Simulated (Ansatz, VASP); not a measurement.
## One calculation of Pb, two programs

```
Pb
1.0
     0.00000    2.47502    2.47502
     2.47502    0.00000    2.47502
     2.47502    2.47502    0.00000
Pb
1
Direct
  0.00000 0.00000 0.00000
```

Alike in both runs: task single point; functional PBE; k mesh 9 × 9 × 9; occupations gaussian, width 0.021 eV; no spin polarisation.

|  | VASP | Ansatz |
| --- | --- | --- |
| version | VASP 6.6.1 | Ansatz 0.2.0 |
| potentials or method | VASP PAW PBE potentials, release 64 (Pb_d), cutoff 520 eV | all-electron LAPW, scalar-relativistic |

```csv
,VASP,Ansatz,Ansatz less VASP
gap on the k mesh at the Fermi level (eV),none,none,-
pressure (GPa),2.2,2.3,+0.07
```

A gap of «none» marks a metal or a gap that the smearing closes. Ansatz ran all-electron here, and VASP with PAW potentials.

Neither program's run includes spin-orbit coupling.
